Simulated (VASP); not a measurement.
# WSe2 (P6_3/mmc) in VASP: notebook, part 2 of 2

VASP 6.6.1. The steps go on from the part before.

## 4. Single point, r2SCAN (uniaxial z strain +1.0%)

Contents of POSCAR:

```
WSe2
1.0
    3.2996674462      0.0000000000      0.0000000000
   -1.6498337231      2.8575958324      0.0000000000
    0.0000000000      0.0000000000     13.2801879168
W Se
2 4
Direct
    0.3333333333      0.6666666667      0.2500000000
    0.6666666667      0.3333333333      0.7500000000
    0.6666666667      0.3333333333      0.3754989285
    0.6666666667      0.3333333333      0.1245010715
    0.3333333333      0.6666666667      0.8754989285
    0.3333333333      0.6666666667      0.6245010715
```

Contents of INCAR.step1:

```
PREC     = Accurate       # precision mode
ENCUT    = 520            # plane-wave cutoff, eV
ISMEAR   = 0              # smearing method
SIGMA    = 0.01           # smearing width, eV
LREAL    = False          # projectors in reciprocal space
LASPH    = True           # aspherical terms in the spheres
NELM     = 60             # most SCF steps
NBANDS   = 35             # bands
GGA      = PE             # functional
ALGO     = Normal         # electronic algorithm
EDIFF    = 1E-4           # SCF threshold, eV
LWAVE    = True           # write WAVECAR
LCHARG   = False          # write CHGCAR
```

Contents of INCAR.step2:

```
PREC     = Accurate       # precision mode
ENCUT    = 520            # plane-wave cutoff, eV
EDIFF    = 1E-7           # SCF threshold, eV
ISMEAR   = 0              # smearing method
SIGMA    = 0.01           # smearing width, eV
LREAL    = False          # projectors in reciprocal space
LASPH    = True           # aspherical terms in the spheres
NELM     = 60             # most SCF steps
ALGO     = Normal         # electronic algorithm
ISIF     = 2              # what is computed and relaxed
LWAVE    = False          # write WAVECAR
LCHARG   = True           # write CHGCAR
METAGGA  = R2SCAN         # meta-GGA
LMIXTAU  = True         
LELF     = True           # ELF
LVHAR    = True         
NBANDS   = 35             # bands
ISTART   = 1
```

Contents of KPOINTS:

```
regular mesh
0
Gamma
  12 12 2
```

Potentials or basis: VASP PAW PBE potentials, release 64 (W_sv, Se).

Run with:

```sh
> cat potpaw_PBE.64/W_sv/POTCAR potpaw_PBE.64/Se/POTCAR > POTCAR
> cp INCAR.step1 INCAR
> mpirun -np 1 vasp_std > vasp.out
> cp INCAR.step2 INCAR
> mpirun -np 1 vasp_std > vasp.out
```

OUTCAR:

```text
PREC = Accurate
   ENCUT = 520
   EDIFF = 1E-7
   ISMEAR = 0
   LREAL = False
   LASPH = True
   NELM = 60
   ISIF = 2
   METAGGA = R2SCAN
   ISTART = 1

 ion  position               nearest neighbor table
   1  0.333  0.667  0.250-   3 2.53   4 2.53   3 2.53   4 2.53   3 2.53   4 2.53
   2  0.667  0.333  0.750-   5 2.53   6 2.53   5 2.53   6 2.53   5 2.53   6 2.53
   3  0.667  0.333  0.375-   1 2.53   1 2.53   1 2.53
   4  0.667  0.333  0.125-   1 2.53   1 2.53   1 2.53
   5  0.333  0.667  0.875-   2 2.53   2 2.53   2 2.53
   6  0.333  0.667  0.625-   2 2.53   2 2.53   2 2.53

  LATTYP: Found a hexagonal cell.
 ALAT       =     3.2996674462
 C/A-ratio  =     4.0247049539

  Lattice vectors:

 A1 = (   3.2996674462,   0.0000000000,   0.0000000000)
 A2 = (  -1.6498337231,   2.8575958324,   0.0000000000)
 A3 = (   0.0000000000,   0.0000000000,  13.2801879168)

Analysis of symmetry for initial positions (statically):
=====================================================================
 Subroutine PRICEL returns:
[... 178 lines left out ...]
  free energy    TOTEN  =      -163.57450007 eV

  energy without entropy =     -163.57450007  energy(sigma->0) =     -163.57450007

 E-fermi :   6.0218     XC(G=0): -11.1965

 val. band max:        5.7183485243   @ k =   0.0000   0.0000   0.0000
 cond. band min:       6.9251454551   @ k =   0.1667   0.1667   0.0000
 fundamental gap:      1.2067969308
 Fermi energy:         6.0218108163

 k-point     1 :       0.0000    0.0000    0.0000
  band No.  band energies     occupation
      1     -70.5550      2.00000
      2     -70.5550      2.00000
      3     -34.1445      2.00000
      4     -34.1445      2.00000
      5     -34.0269      2.00000
      6     -34.0269      2.00000
[... 901 lines left out ...]
     34       9.8736      0.00000
     35      11.8409      0.00000

 [... further k-points ...]
[... 5 lines left out ...]
  --------------------------------------------------------------------------------------
  -------------------------------------------------------------------------------------
  Total        1.2158606      1.2158606      0.8679311     -0.0000000      0.0000000      0.0000000
  in kB       15.5567606     15.5567606     11.1050536     -0.0000000      0.0000000      0.0000000
  external PRESSURE =      14.0728582 kB  Pullay stress =       0.0000000 kB

 VOLUME and BASIS-vectors are now :
 -----------------------------------------------------------------------------
  energy-cutoff  :      520.00
  volume of cell :      125.22
      direct lattice vectors                 reciprocal lattice vectors
     3.299667446  0.000000000  0.000000000     0.303060844  0.174972260  0.000000000
    -1.649833723  2.857595832  0.000000000     0.000000000  0.349944519  0.000000000
     0.000000000  0.000000000 13.280187917     0.000000000  0.000000000  0.075300139

 POSITION                                       TOTAL-FORCE (eV/Angst)
 -----------------------------------------------------------------------------------
     -0.00000      1.90506      3.32005        -0.000000     -0.000000      0.000000
      1.64983      0.95253      9.96014         0.000000      0.000000      0.000000
      1.64983      0.95253      4.98670         0.000000     -0.000000      0.007118
      1.64983      0.95253      1.65340         0.000000     -0.000000     -0.007118
     -0.00000      1.90506     11.62679        -0.000000      0.000000      0.007118
     -0.00000      1.90506      8.29349         0.000000      0.000000     -0.007118
 -----------------------------------------------------------------------------------
    total drift:                               -0.000000      0.000000     -0.000000

  FREE ENERGIE OF THE ION-ELECTRON SYSTEM (eV)
  ---------------------------------------------------
  free  energy   TOTEN  =      -163.5745000659 eV

  energy  without entropy=     -163.5745000659  energy(sigma->0) =     -163.57450007
```

OUTCAR.step1:

```text
PREC = Accurate
   ENCUT = 520
   ISMEAR = 0
   LREAL = False
   LASPH = True
[... 1151 lines left out ...]
      1.64983      0.95253      4.98670        -0.000000     -0.000000      0.314908
      1.64983      0.95253      1.65340         0.000000     -0.000000     -0.314908
     -0.00000      1.90506     11.62679         0.000000      0.000000      0.314908
     -0.00000      1.90506      8.29349         0.000000      0.000000     -0.314908
 -----------------------------------------------------------------------------------
    total drift:                               -0.000000      0.000000     -0.000000

  FREE ENERGIE OF THE ION-ELECTRON SYSTEM (eV)
  ---------------------------------------------------
  free  energy   TOTEN  =       -43.1773430164 eV

  energy  without entropy=      -43.1773430164  energy(sigma->0) =      -43.17734302
```

Run time: 5.8 min. Hardware: 1 thread of Intel Xeon 6975P-C (Granite Rapids), shared host; peak memory 0.38 GiB.

What came out:

```
Free energy            : -163.5745 eV
Pressure               : 1.4 GPa
Largest force          : 0.007 eV/Å
Band gap on the k mesh : 1.21 eV (least direct gap 1.62 eV)
```

Forces in eV/Å, atoms in the order of the input:
```
W    0.000  0.000  0.000
W    0.000  0.000  0.000
Se   0.000  0.000  0.007
Se   0.000  0.000 -0.007
Se   0.000  0.000  0.007
Se   0.000  0.000 -0.007
```

Caveat: the cell differs from its parent crystal (uniaxial z strain +1.0%); the PAW data sets were made with another functional, which shifts forces and pressure a little; spin-orbit coupling is left out, which moves the levels of the heavy elements. A k mesh can miss the band edges.

## 5. Summary

```tsv
cell	gap on the mesh (eV)	pressure (GPa)	largest force (eV/Å)
a = 3.300, b = 3.300, c = 12.886 Å, angles 90.0, 90.0, 120.0°, 6 atoms, uniaxial z strain -2.0%	1.06	2.3	0.01
a = 3.300, b = 3.300, c = 13.017 Å, angles 90.0, 90.0, 120.0°, 6 atoms, uniaxial z strain -1.0%	1.11	1.9	-
a = 3.300, b = 3.300, c = 13.280 Å, angles 90.0, 90.0, 120.0°, 6 atoms, uniaxial z strain +1.0%	1.21	1.4	0.01
```

Alike in all rows: task single point; level r2SCAN; potentials or basis VASP PAW PBE potentials, release 64 (W_sv, Se); no spin polarisation; k mesh 12 × 12 × 2; cutoff (eV) 520; smearing gaussian 0.01 eV.

Caveats: the PAW data sets were made with another functional, which shifts forces and pressure a little; spin-orbit coupling is left out, which moves the levels of the heavy elements.

Total energies depend on the potentials used, so only differences within one code and one set of settings carry meaning.
